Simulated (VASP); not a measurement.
## Sc2Re: relaxation of cell and atoms with PBE

Sc2Re:

```
CELL_PARAMETERS angstrom
4.59932 0.00000 0.00000
-2.29966 3.98313 0.00000
0.00000 0.00000 2.92375
ATOMIC_POSITIONS crystal
Sc 0.33333 0.66667 0.50000
Sc 0.66667 0.33333 0.50000
Re 0.00000 0.00000 0.00000
```

```yaml
Program: VASP 6.6.1
Task: relaxation of cell and atoms
Functional: PBE
Potentials_or_basis: VASP PAW PBE potentials, release 64 (Sc_sv, Re)
Cutoff: 600 eV
k_mesh: 12 × 12 × 16
Occupations: gaussian, width 0.1 eV
Spin: no spin polarisation
Dipole_correction: no
Further_INCAR_settings: ALGO = Fast; EDIFF = 1e-06; IBRION = 2; EDIFFG = -0.01; NSW = 100; ISIF = 3
```

The relaxed volume is 18.31 Å³/atom. The relaxed cell is a = 4.754 Å, b = 4.754 Å, c = 2.806 Å, α = 90.00°, β = 90.00°, γ = 120.00°. The space group after relaxing (to 0.1 Å) is P6/mmm (No. 191), the energy gained by relaxing is 48.4 meV/atom and the ionic steps are 7. The pressure after relaxing is 0.1 GPa and the band gap on the k mesh is zero (an odd number of electrons rules out a gap without spin polarisation).

The path:
```tsv
step	energy change (eV)	largest force (eV/Å)	pressure (GPa)	volume (Å³)
1	0.0000	0.0000	2.98	53.56
2	-0.1353	0.0000	-2.31	56.05
3	-0.1410	0.0000	-1.57	55.64
4	-0.1417	0.0000	1.37	54.38
5	-0.1451	0.0000	-0.06	54.98
6	-0.1451	0.0000	-0.05	54.96
7	-0.1451	0.0000	0.05	54.93
```

Final structure:
```cif
data_structure
_symmetry_space_group_name_H-M 'P 1'
_symmetry_Int_Tables_number 1
_cell_length_a 4.7545
_cell_length_b 4.7545
_cell_length_c 2.8059
_cell_angle_alpha 90.000
_cell_angle_beta 90.000
_cell_angle_gamma 120.000
_cell_volume 54.93
loop_
_atom_site_label
_atom_site_type_symbol
_atom_site_fract_x
_atom_site_fract_y
_atom_site_fract_z
_atom_site_occupancy
Sc1 Sc 0.33333 0.66667 0.50000 1
Sc2 Sc 0.66667 0.33333 0.50000 1
Re1 Re 0.00000 0.00000 0.00000 1
```

Levels at points of the mesh, in eV from the Fermi level:
```csv
k point,band 12,band 13,band 14,band 15,band 16,band 17
"(0.00, 0.00, 0.00)",-1.61,-0.34,-0.34,0.36,0.41,1.33
"(0.50, 0.00, 0.00)",-1.81,-1.19,0.16,0.24,0.62,1.00
"(0.00, 0.00, 0.50)",-2.56,-2.42,-1.58,1.43,1.43,2.30
"(0.50, 0.00, 0.50)",-1.46,-0.59,-0.36,-0.27,-0.01,1.58
```

It took 17 min on 1 thread of AMD EPYC 9R45 96-Core Processor (Zen 5), on a shared host, peak memory 0.34 GiB.

Caveat: spin-orbit coupling is left out, which moves the levels of the heavy elements.
